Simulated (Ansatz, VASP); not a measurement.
# One calculation of Rh, two programs

```
CELL_PARAMETERS angstrom
0.00000 1.90155 1.99663
1.90155 0.00000 1.99663
1.90155 1.90155 0.00000
ATOMIC_POSITIONS crystal
Rh 0.00000 0.00000 0.00000
```

Change from the starting cell: strain +0.000 along x and y, +0.050 along z, atoms carried along.

Alike in both runs: task single point; functional LDA; k mesh 22 × 22 × 22; occupations gaussian, width 0.15 eV; no spin polarisation.

|  | VASP | Ansatz |
| --- | --- | --- |
| version | VASP 6.6.1 | Ansatz 0.2.0 |
| potentials or method | VASP PAW LDA potentials, release 64 (Rh_pv), cutoff 520 eV | scalar-relativistic, plane waves, PAW |
| valence electrons in the cell | 15 | 17 |

VASP gave:

| Item | Value |
| --- | --- |
| gap on the k mesh at the Fermi level (eV) | none |
| pressure (GPa) | -21.1 |
| traceless stress, the component that is largest in VASP (GPa) | -7.02 |

Estimate Ansatz's values.

gap on the k mesh at the Fermi level (eV): none; pressure (GPa): -21.9; traceless stress, the component that is largest in VASP (GPa): -7.04.

LDA's correlation is that of Perdew and Zunger in VASP and of Perdew and Wang (1992) in Ansatz. A gap of «none» marks a metal or a gap that the smearing closes. VASP's potentials hold 15 valence electrons a cell and Ansatz's 17, so a difference there can come from the potentials and not from the codes.
